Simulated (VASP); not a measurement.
# BiB (rocksalt type) (Fm-3m) in VASP: further runs, part 2 of 2

VASP 6.6.1.

## 3. Relaxation of cell and atoms, PBE, target pressure 290 GPa, at which the enthalpy is minimised

This run uses another cell than the first one, of 8.93 Å³/atom, 0.637 times its volume.

INCAR

```
  ALGO = Normal
  EDIFF = 1E-6
  EDIFFG = -0.005
  ENCUT = 600
  GGA = PE
  IBRION = 2
  ISIF = 3
  ISMEAR = -1
  LASPH = T
  LCHARG = F
  LREAL = F
  LWAVE = F
  NELM = 100
  NSW = 60
  PREC = Accurate
  PSTRESS = 2900.0
  SIGMA = 0.1
```

KPOINTS

```
k-points
0
Gamma
  17 17 17
```

POSCAR

```
BiB
1.0
    0.0000000000      2.0746226302      2.0746226302
    2.0746226302      0.0000000000      2.0746226302
    2.0746226302      2.0746226302      0.0000000000
B Bi
1 1
Direct
    0.0000000000      0.0000000000      0.0000000000
    0.5000000000      0.5000000000      0.5000000000
```

Potentials or basis: VASP PAW PBE potentials, release 64 (B, Bi_d).

On the command line:

```console
> cat potpaw_PBE.64/B/POTCAR potpaw_PBE.64/Bi_d/POTCAR > POTCAR
> mpirun -np 1 vasp_std > vasp.out
```

OUTCAR:

```text
EDIFF = 1E-6
   EDIFFG = -0.005
   ENCUT = 600
   GGA = PE
   IBRION = 2
   ISIF = 3
   ISMEAR = -1
   LASPH = T
   LREAL = F
   NELM = 100
   NSW = 60
   PREC = Accurate
   PSTRESS = 2900.0

 ion  position               nearest neighbor table
   1  0.000  0.000  0.000-   2 2.07   2 2.07   2 2.07   2 2.07   2 2.07   2 2.07
   2  0.500  0.500  0.500-   1 2.07   1 2.07   1 2.07   1 2.07   1 2.07   1 2.07

  LATTYP: Found a face centered cubic cell.
 ALAT       =     4.1492452604

  Lattice vectors:

 A1 = (   0.0000000000,   2.0746226302,   2.0746226302)
 A2 = (   2.0746226302,   0.0000000000,   2.0746226302)
 A3 = (   2.0746226302,   2.0746226302,   0.0000000000)

Analysis of symmetry for initial positions (statically):
=====================================================================
 Subroutine PRICEL returns:
 Original cell was already a primitive cell.

 Routine SETGRP: Setting up the symmetry group for a
 face centered cubic supercell.

 Subroutine GETGRP returns: Found 48 space group operations
 (whereof 48 operations were pure point group operations)
 out of a pool of 48 trial point group operations.

The static configuration has the point symmetry O_h .

Analysis of symmetry for dynamics (positions and initial velocities):
=====================================================================
 Subroutine PRICEL returns:
 Original cell was already a primitive cell.

 Routine SETGRP: Setting up the symmetry group for a
 face centered cubic supercell.

 Subroutine GETGRP returns: Found 48 space group operations
 (whereof 48 operations were pure point group operations)
 out of a pool of 48 trial point group operations.

The dynamic configuration has the point symmetry O_h .

 Subroutine INISYM returns: Found 48 space group operations
 (whereof 48 operations are pure point group operations),
 and found     1 'primitive' translations

[... 125 lines left out ...]
 conjugate gradient relaxation of ions
 non-spin polarized calculation
  energy-cutoff  :      600.00
  volume of cell :       17.86
 maximum number of plane-waves:       609
   NGX = 11   NGY = 11   NGZ = 11

--------------------------------------- Ionic step        1  -------------------------------------------

 number of electron      17.9999997 magnetization

 Free energy of the ion-electron system (eV)
  ---------------------------------------------------
  ext. energy  EPLUGINS =         0.00000000
  ---------------------------------------------------
  free energy    TOTEN  =         0.76112026 eV

  energy without entropy =        0.77790022  energy(sigma->0) =        0.76951024

------------------------ aborting loop because EDIFF is reached ----------------------------------------

  FORCE on cell =-STRESS in cart. coord.  units (eV):
  Direction    XX          YY          ZZ          XY          YZ          ZX
  --------------------------------------------------------------------------------------
  -------------------------------------------------------------------------------------
  Total       32.3600264     32.3600264     32.3600264      0.0000000      0.0000000     -0.0000000
  in kB     2903.1676894   2903.1676894   2903.1676894      0.0000000      0.0000000     -0.0000000
  external PRESSURE =       3.1676894 kB  Pullay stress =    2900.0000000 kB
[... 63 lines left out ...]
--------------------------------------- Ionic step        3  -------------------------------------------

 number of electron      17.9999997 magnetization

 Free energy of the ion-electron system (eV)
  ---------------------------------------------------
  ext. energy  EPLUGINS =         0.00000000
  ---------------------------------------------------
  free energy    TOTEN  =         0.75239152 eV

  energy without entropy =        0.76917365  energy(sigma->0) =        0.76078259

 E-fermi :  21.4381     XC(G=0): -14.7403

 val. band max:       21.4146988438   @ k =   0.4706   0.3529   0.0588
 cond. band min:      21.4904573513   @ k =   0.4706   0.0588   0.0000
 fundamental gap:      0.0757585075
 Fermi energy:        21.4380845969

 k-point     1 :       0.0000    0.0000    0.0000
  band No.  band energies     occupation
      1      -4.1756      2.00000
      2      -4.1756      2.00000
      3      -4.1756      2.00000
      4      -3.8540      2.00000
      5      -3.8540      2.00000
      6      -1.8525      2.00000
      7      19.2058      2.00000
      8      19.2058      2.00000
      9      19.2058      2.00000
     10      26.7667      0.00000
     11      30.8624      0.00000
     12      32.1256      0.00000
     13      32.1256      0.00000
[... 354 lines left out ...]
  band No.  band energies     occupation
      1      -4.2158      2.00000
      2      -4.1147      2.00000
      3      -4.1025      2.00000
      4      -3.9394      2.00000
      5      -3.8224      2.00000
      6      -1.1929      2.00000
      7      17.6008      2.00000
      8      18.8468      2.00000
      9      20.0630      2.00000
     10      26.0783      0.00000
     11      29.1195      0.00000
     12      30.6629      0.00000
     13      31.2756      0.00000

 [... further k-points ...]
[... 5 lines left out ...]
  --------------------------------------------------------------------------------------
  -------------------------------------------------------------------------------------
  Total       32.3365625     32.3365625     32.3365625     -0.0000000      0.0000000      0.0000000
  in kB     2900.2798176   2900.2798176   2900.2798176     -0.0000000      0.0000000      0.0000000
  external PRESSURE =       0.2798176 kB  Pullay stress =    2900.0000000 kB
[... 21 lines left out ...]
  energy  without entropy=        0.7691736503  energy(sigma->0) =        0.76078259

  enthalpy is  TOTEN    =        33.0858342253 eV   P V=       32.3334427042

 reached required accuracy - stopping structural energy minimisation
```

OSZICAR:

```text
N       E                     dE             d eps       ncg     rms          rms(c)
DAV:   1     0.147064453335E+03    0.14706E+03   -0.11604E+04  4338   0.236E+03
DAV:   2     0.574199954410E+01   -0.14132E+03   -0.13734E+03  4550   0.449E+02
DAV:   3    -0.146435660751E+01   -0.72064E+01   -0.70551E+01  5310   0.994E+01
DAV:   4    -0.158144874303E+01   -0.11709E+00   -0.11692E+00  5007   0.124E+01
[... 19 lines left out ...]
DAV:   2     0.752248707583E+00    0.74121E-03   -0.11854E-03  5371   0.105E+00    0.677E-02
DAV:   3     0.752397951038E+00    0.14924E-03   -0.46754E-04  6733   0.629E-01    0.638E-03
DAV:   4     0.752394812611E+00   -0.31384E-05   -0.21301E-05  4835   0.557E-02    0.391E-03
DAV:   5     0.752392391847E+00   -0.24208E-05   -0.20784E-06  4575   0.329E-02    0.248E-03
DAV:   6     0.752391521115E+00   -0.87073E-06   -0.58737E-07  2415   0.724E-03
   3 F= 0.33085834E+02 E0= 0.33094225E+02  d E =-.396827E-05
```

Wall time 25 s (1 thread of Intel Xeon 6975P-C (Granite Rapids), shared host); peak memory 0.18 GiB.

What came out:

- Free energy: 0.7524 eV
- Relaxed volume: 8.93 Å³/atom
- Relaxed cell: a = 2.934 Å, b = 2.934 Å, c = 2.934 Å, α = 60.00°, β = 60.00°, γ = 60.00°
- Space group after relaxing (to 0.05 Å): Fm-3m (No. 225)
- Energy change on relaxing (the enthalpy is what falls): -4.4 meV/atom
- Ionic steps: 3
- Pressure after relaxing: 290.0 GPa
- Band gap on the k mesh: zero (band 9 reaches 22.17 eV, above the bottom of band 10 at 19.91 eV)

The path:
```tsv
step	energy change (eV)	largest force (eV/Å)	pressure (GPa)	volume (Å³)
1	0.0000	0.0000	290.32	17.86
2	-0.0824	0.0000	287.80	17.90
3	-0.0087	0.0000	290.03	17.86
```

Final structure:
```
B Bi
1.0
     0.00000    2.07481    2.07481
     2.07481    0.00000    2.07481
     2.07481    2.07481    0.00000
B Bi
1 1
Cartesian
  0.0000 0.0000 0.0000
  2.0748 2.0748 2.0748
```

Caveat: the cell is relaxed towards a set pressure, so the enthalpy falls and the energy may rise; spin-orbit coupling is left out, which moves the levels of the heavy elements.

## 4. Relaxation of cell and atoms, PBE, target pressure 290 GPa, at which the enthalpy is minimised

This run uses another cell than the first one, of 8.94 Å³/atom, 0.637 times its volume.

INCAR

```
  PREC = Accurate
  ENCUT = 600
  EDIFF = 1E-6
  ISMEAR = -1
  SIGMA = 0.1
  LREAL = F
  LASPH = T
  NELM = 60
  ALGO = Normal
  ISIF = 3
  LWAVE = F
  LCHARG = F
  GGA = PE
  IBRION = 2
  NSW = 32
  EDIFFG = -0.005
  PSTRESS = 2900.0
```

KPOINTS

```
regular mesh
0
Gamma
  17 17 17
```

POSCAR

```
BiB
1.0
    0.0000000000      2.0752173923      2.0752173923
    2.0752173923      0.0000000000      2.0752173923
    2.0752173923      2.0752173923      0.0000000000
B Bi
1 1
Direct
    0.0000000000      0.0000000000      0.0000000000
    0.5000000000      0.5000000000      0.5000000000
```

On the command line:

```console
> cat potpaw_PBE.64/B/POTCAR potpaw_PBE.64/Bi_d/POTCAR > POTCAR
> mpirun -np 1 vasp_std > vasp.out
```

It took 34 s on 1 thread of Intel Xeon 6975P-C (Granite Rapids), shared host; peak memory 0.18 GiB.

Results (log left out):

- Free energy: 0.7507 eV
- Relaxed volume: 8.93 Å³/atom
- Relaxed cell: a = 2.934 Å, b = 2.934 Å, c = 2.934 Å, α = 60.00°, β = 60.00°, γ = 60.00°
- Space group after relaxing (to 0.05 Å): Fm-3m (No. 225)
- Energy change on relaxing (the enthalpy is what falls): +8.7 meV/atom
- Ionic steps: 6
- Pressure after relaxing: 289.9 GPa
- Band gap on the k mesh: zero (band 9 reaches 22.17 eV, above the bottom of band 10 at 19.91 eV)

The path:
| step | energy change (eV) | largest force (eV/Å) | pressure (GPa) | volume (Å³) |
| --- | --- | --- | --- | --- |
| 1 | 0.0000 | 0.0000 | 289.44 | 17.87 |
| 2 | 0.1466 | 0.0000 | 294.05 | 17.79 |
| 3 | 0.0186 | 0.0000 | 290.17 | 17.86 |
| 4 | 0.0143 | 0.0000 | 289.87 | 17.87 |
| 5 | 0.0162 | 0.0000 | 289.89 | 17.87 |
| 6 | 0.0174 | 0.0000 | 289.93 | 17.86 |

Final structure:
```
B Bi
1.0
     0.00000    2.07484    2.07484
     2.07484    0.00000    2.07484
     2.07484    2.07484    0.00000
B Bi
1 1
Direct
  0.00000 0.00000 0.00000
  0.50000 0.50000 0.50000
```

Levels at points of the mesh, in eV from the Fermi level:
```csv
k point,band 6,band 7,band 8,band 9,band 10,band 11,band 12,band 13
"(0.00, 0.00, 0.00)",-23.29,-2.23,-2.23,-2.23,5.33,9.42,10.69,10.69
```

Caveat: the cell is relaxed towards a set pressure, so the enthalpy falls and the energy may rise; spin-orbit coupling is left out, which moves the levels of the heavy elements.

## 5. Summary

| cell | k mesh | gap on the mesh (eV) | pressure (GPa) |
| --- | --- | --- | --- |
| relaxed from a = 3.410 Å, angles 60.0°, 2 atoms | 14 × 14 × 14 | none | 0.0 |
| relaxed to 290 GPa from a = 2.934 Å, angles 60.0°, 2 atoms | 17 × 17 × 17 | none | 290.0 |
| relaxed to 290 GPa from a = 2.935 Å, angles 60.0°, 2 atoms | 17 × 17 × 17 | none | 289.9 |

Alike in all rows: task relaxation of cell and atoms; level PBE; potentials or basis VASP PAW PBE potentials, release 64 (B, Bi_d); no spin polarisation; cutoff (eV) 600; smearing fermi-dirac 0.1 eV.

Caveats: spin-orbit coupling is left out, which moves the levels of the heavy elements; the cell is relaxed towards a set pressure, so the enthalpy falls and the energy may rise (some runs); the volume moved by over 15 % at a fixed basis, so the end points are rough (some runs).

Total energies depend on the potentials used, so only differences within one code and one set of settings carry meaning.
